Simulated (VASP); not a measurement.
Crystal: Ga.

```
Ga
1.0
    -2.25056    0.00000    3.81427
     0.00000   -4.50710    0.00000
     2.25056    0.00000    3.81427
Ga
4
Direct
  0.15250 0.92150 0.15250
  0.65250 0.57850 0.65250
  0.84750 0.07850 0.84750
  0.34750 0.42150 0.34750
```

- Program: VASP 6.6.1
- Task: relaxation of cell and atoms
- Functional: r2SCAN
- Potentials or basis: VASP PAW PBE potentials, release 64 (Ga_d)
- Cutoff: 600 eV
- k mesh: 5 × 4 × 5
- Occupations: tetrahedron
- Spin: no spin polarisation

At the start: pressure -0.6 GPa; volume 19.34 Å³/atom.

Problem. How do energy, volume and symmetry change on relaxing?

Solution. Over 16 steps the energy falls by 8.0 meV/atom and the volume is 19.10 Å³/atom (-1.3 %); space group Cmce (No. 64, to 0.1 Å) before and after.

Step by step:
| step | energy change (eV) | largest force (eV/Å) | pressure (GPa) | volume (Å³) |
| --- | --- | --- | --- | --- |
| 1 | 0.0000 | 0.5136 | -0.63 | 77.38 |
| 2 | -0.0286 | 0.0446 | -0.15 | 76.52 |
| 3 | -0.0299 | 0.0536 | -0.26 | 76.66 |
| 4 | -0.0294 | 0.0282 | -0.19 | 76.59 |
| 5 | -0.0308 | 0.0252 | 0.08 | 76.30 |
| 6 | -0.0305 | 0.0248 | 0.21 | 76.18 |
| 7 | -0.0309 | 0.0201 | -0.07 | 76.44 |
| 8 | -0.0309 | 0.0212 | -0.02 | 76.44 |
| 9 | -0.0312 | 0.0171 | 0.00 | 76.43 |
| 10 | -0.0319 | 0.0182 | 0.02 | 76.39 |
| 11 | -0.0321 | 0.0196 | 0.15 | 76.38 |
| 12 | -0.0322 | 0.0174 | -0.03 | 76.40 |
| 13 | -0.0322 | 0.0173 | 0.00 | 76.40 |
| 14 | -0.0322 | 0.0149 | 0.00 | 76.40 |
| 15 | -0.0321 | 0.0110 | 0.01 | 76.40 |
| 16 | -0.0320 | 0.0081 | 0.01 | 76.40 |

Final structure:
```yaml
crystal:
  lattice:
    - [-2.20741, 0.00000, 3.81701]
    - [0.00000, -4.53394, 0.00000]
    - [2.20741, 0.00000, 3.81701]
  atoms:
    - { symbol: Ga, position: [0.15547, 0.91785, 0.15547] }
    - { symbol: Ga, position: [0.65547, 0.58215, 0.65547] }
    - { symbol: Ga, position: [0.84453, 0.08215, 0.84453] }
    - { symbol: Ga, position: [0.34453, 0.41785, 0.34453] }
```

Caveat: the PAW data sets were made with another functional, which shifts forces and pressure a little; tetrahedron occupations give inexact forces and stress in metals.
